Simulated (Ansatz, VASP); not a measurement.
## One calculation of Zn, two programs

```
Zn
1.0
     2.67000    0.00000    0.00000
    -1.33500    2.31229    0.00000
     0.00000    0.00000    4.96600
Zn
2
Direct
  0.66667 0.33333 0.75000
  0.33333 0.66667 0.25000
```

Alike in both runs: task relaxation of cell and atoms; functional revPBE; k mesh 11 × 11 × 6; occupations fermi-dirac, width 0.05 eV; no spin polarisation.

```csv
,VASP,Ansatz
version,VASP 6.6.1,Ansatz 0.2.0
potentials or method,"VASP PAW PBE potentials, release 64 (Zn)",Ansatz PAW
plane-wave cutoff (eV),600,420
valence electrons in the cell,24,24
```

Ansatz gave:

* gap on the k mesh at the Fermi level, each at its own relaxed structure (eV): none
* relaxed volume (Å³/atom): 15.52
* relaxed cell length with the largest relative difference (Å): 2.722

Q: What did VASP give for the same quantities?

A: gap on the k mesh at the Fermi level, each at its own relaxed structure (eV): none; relaxed volume (Å³/atom): 15.57; relaxed cell length with the largest relative difference (Å): 2.728.

VASP's potentials were made for PBE, not for revPBE. A gap of «none» marks a metal or a gap that the smearing closes.

Noted on Ansatz's run: the plane-wave basis is chosen anew once the cell has moved, so the energies of steps on either side of that aren't comparable.
